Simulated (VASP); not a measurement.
Set up this calculation in VASP 6.6.1, as the native input.

* Task: relaxation of cell and atoms
* Functional: PBE
* Potentials or basis: VASP PAW PBE potentials, release 64 (B_h, N_h)
* Cutoff: 910 eV
* k mesh: 12 × 12 × 12
* Occupations: gaussian, width 0.02 eV
* Spin: no spin polarisation
* Dipole correction: no
* Further INCAR settings: ALGO = Normal; EDIFF = 1e-07; IBRION = 2; EDIFFG = -0.005; NSW = 70; ISIF = 3

The structure of BN lies in POSCAR:

```
BN
1.0
    0.0000000000      3.3394821895      2.1688319106
    1.2538424675      0.0000000000      2.1688319106
    1.2538424675      3.3394821895      0.0000000000
B N
1 1
Direct
    0.0001068737      0.0001068737      0.9998931263
    0.6665931163      0.6665931163      0.3334068837
```

These files were run (other wordings do the same):

INCAR

```
PREC = Accurate
ENCUT = 910
EDIFF = 1E-7
ISMEAR = 0
SIGMA = 0.02
LREAL = F
LASPH = T
NELM = 120
ALGO = Normal
ISIF = 3
LWAVE = F
LCHARG = F
GGA = PE
IBRION = 2
NSW = 70
EDIFFG = -0.005
GGA_COMPAT = F
NELMIN = 4
```

KPOINTS

```
regular mesh
0
Gamma
  12 12 12
```

Potentials or basis: VASP PAW PBE potentials, release 64 (B_h, N_h).

Run with:

```sh
$ cat potpaw_PBE.64/B_h/POTCAR potpaw_PBE.64/N_h/POTCAR > POTCAR
$ mpirun -np 1 vasp_std > vasp.out
```

It gave:

| Quantity | Value |
| --- | --- |
| Relaxed volume | 9.79 Å³/atom |
| Relaxed cell | a = 4.194 Å, b = 2.510 Å, c = 3.801 Å, α = 80.49°, β = 36.17°, γ = 63.34° |
| Space group after relaxing (to 0.1 Å) | Fmm2 (No. 42) |
| Energy gained by relaxing | 5.5 meV/atom |
| Ionic steps | 10 |
| Pressure after relaxing | 0.0 GPa |
| Largest force after relaxing | 0.003 eV/Å |
| Band gap on the k mesh | 3.93 eV (least direct gap 4.54 eV) |

Caveat: the cutoff is under 1.25 times the usual one of these potentials, so pressure, stress and relaxed cells hold a basis-set (Pulay) error.

Run time: 6.5 min on 1 thread of AMD EPYC 9R45 96-Core Processor (Zen 5) (shared host), peak memory 0.23 GiB.
